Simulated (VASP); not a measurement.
Input of a VASP 6.6.1 run:

Contents of INCAR:

```
SYSTEM = MgI2
  PREC = Accurate
  ENCUT = 520
  EDIFF = 1E-6
  ISMEAR = 0
  SIGMA = 0.05
  LREAL = .FALSE.
  LASPH = .TRUE.
  NELM = 60
  ALGO = Normal
  ISIF = 2
  LWAVE = .FALSE.
  LCHARG = .TRUE.
  LDIPOL = .TRUE.
  IDIPOL = 3
  DIPOL = 0.5 0.5 0.405
  GGA = PE
  IVDW = 12
  LELF = .TRUE.
  LVHAR = .TRUE.
  LVACPOTAV = .TRUE.
  NBANDS = 25
```

KPOINTS

```
Automatic mesh
0
G
  9 9 1
  0 0 0
```

File POSCAR:

```
MgI2
1.0
    4.1311066717      0.0000000000      0.0000000000
   -2.0655533359      3.5776433235      0.0000000000
    0.0000000000      0.0000000000     24.2265083865
I Mg
4 2
Direct
    0.3333333333      0.6666666667      0.1857469483
    0.6666666667      0.3333333334      0.3244457384
    1.0000000000      0.5000000000      0.4856200865
    1.3333333333      0.1666666666      0.6243318016
    0.0000000000      0.0000000000      0.2551264126
    0.6666666667     -0.1666666667      0.5549400810
```

Potentials or basis: VASP PAW PBE potentials, release 64 (I, Mg).

Launch:

```sh
$ cat potpaw_PBE.64/I/POTCAR potpaw_PBE.64/Mg/POTCAR > POTCAR
$ mpirun -np 1 vasp_std > vasp.out
```

(1) Predict the largest force.

(2) Estimate the band gap on the k mesh.

(3) What does it give for the dispersion energy per atom?

## Answers

(1) 0.041 eV/Å.

(2) 3.56 eV, indirect (least direct gap 3.94 eV).

(3) -0.265 eV.

Caveat: spin-orbit coupling is left out, which moves the levels of the heavy elements.
